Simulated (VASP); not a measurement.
Here is a VASP 6.6.1 calculation.

Contents of INCAR:

```
SYSTEM = Bi
PREC = Accurate ; ENCUT = 600
EDIFF = 1E-7 ; ISMEAR = -1
SIGMA = 0.08 ; LREAL = .False.
LASPH = .True. ; NELM = 100
ALGO = Normal ; ISIF = 3
LWAVE = .False. ; LCHARG = .False.
GGA = PE ; IBRION = 2
NSW = 60 ; EDIFFG = -0.005
PSTRESS = 63.0
```

Contents of KPOINTS:

```
regular mesh
0
Gamma
  12 12 12
  0 0 0
```

The input POSCAR:

```
Bi
1.0
    3.1327993774      0.0000000000      0.0000000000
    0.0000000000      3.1327993774      0.0000000000
    0.0000000000      0.0000000000      3.1327993774
Bi
1
Direct
    0.0000000000      0.0000000000      0.0000000000
```

Potentials or basis: VASP PAW PBE potentials, release 64 (Bi_d).

Launch:

```bash
$ cat potpaw_PBE.64/Bi_d/POTCAR > POTCAR
$ mpirun -np 1 vasp_std > vasp.out
```

What does it give for the space group after relaxing (to 0.05 Å)?

Pm-3m (No. 221).

Predict the relaxed volume.

31.67 Å³/atom.

What does it give for the relaxed cell?

a = 3.164 Å, b = 3.164 Å, c = 3.164 Å, α = 90.00°, β = 90.00°, γ = 90.00°.

Final structure:
```yaml
crystal:
  lattice:
    - [3.16374, 0.00000, 0.00000]
    - [0.00000, 3.16374, 0.00000]
    - [0.00000, 0.00000, 3.16374]
  atoms:
    - { symbol: Bi, position: [0.00000, 0.00000, 0.00000] }
```

Caveat: the cell is relaxed towards a set pressure, so the enthalpy falls and the energy may rise.
